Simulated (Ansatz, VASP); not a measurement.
## One calculation of GaC, two programs

```xyz
4
Lattice="3.4166 0.0000 0.0000 -1.7083 2.9588 0.0000 0.0000 0.0000 5.4715" Properties=species:S:1:pos:R:3 pbc="T T T"
Ga    0.0000    1.9726    0.0000
Ga    1.7083    0.9863    2.7358
C     0.0000    1.9726    2.0907
C     1.7083    0.9863    4.8264
```

Alike in both runs: task relaxation of cell and atoms; functional r2SCAN; k mesh 6 × 6 × 4; occupations gaussian, width 0.1 eV; no spin polarisation.

|  | VASP | Ansatz |
| --- | --- | --- |
| version | VASP 6.6.1 | Ansatz 0.2.0 |
| potentials or method | VASP PAW PBE potentials, release 64 (Ga_d, C), cutoff 600 eV | scalar-relativistic, plane waves, PAW |
| valence electrons in the cell | 34 | 34 |

|  | VASP | Ansatz | Ansatz less VASP |
| --- | --- | --- | --- |
| gap on the k mesh at the Fermi level, each at its own relaxed structure (eV) | none | none | - |
| relaxed volume (Å³/atom) | 12.62 | 12.55 | -0.074 |
| relaxed length of the cell vector where the two differ most in proportion (Å) | 5.594 | 5.583 | -0.0112 |

VASP's potentials were made for PBE, not for r2SCAN. A gap of «none» marks a metal or a gap that the smearing closes.
